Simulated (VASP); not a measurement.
Runs of VASP 6.6.1 on Ca. The structure is that of space group I4/mmm (No. 139), or close to it. The cells are those of the table. 

```csv
cell,further INCAR settings,gap on the mesh (eV),pressure (GPa)
"a = 3.722 Å, angles 107.6, 107.6, 113.3°, 1 atom",ALGO = Fast; EDIFF = 1e-06; NBANDS = 11,none,(a)
"a = 3.761 Å, angles 107.6, 107.6, 113.3°, 1 atom",ALGO = Fast; EDIFF = 1e-06; NBANDS = 11,none,0.6
"a = 3.837 Å, angles 107.6, 107.6, 113.3°, 1 atom",ALGO = Fast; EDIFF = 1e-06; NBANDS = 11,none,-0.5
"a = 3.800 Å, angles 107.6, 107.6, 113.3°, 1 atom",ALGO = Fast; EDIFF = 1e-07; NBANDS = 11,none,0.0
"a = 3.800 Å, angles 107.6, 107.6, 113.3°, 1 atom",ALGO = Fast; EDIFF = 1e-06; NBANDS = 11,none,0.0
```

Alike in all rows: task single point; level PBE; potentials or basis VASP PAW PBE potentials, release 64 (Ca_sv); no spin polarisation; k mesh 18 × 18 × 18; cutoff (eV) 520; smearing gaussian 0.1 eV.

Problem. Fill in the values left out.

Solution. (a) 1.2.

A gap of «none» marks levels without a gap at the run's occupations.
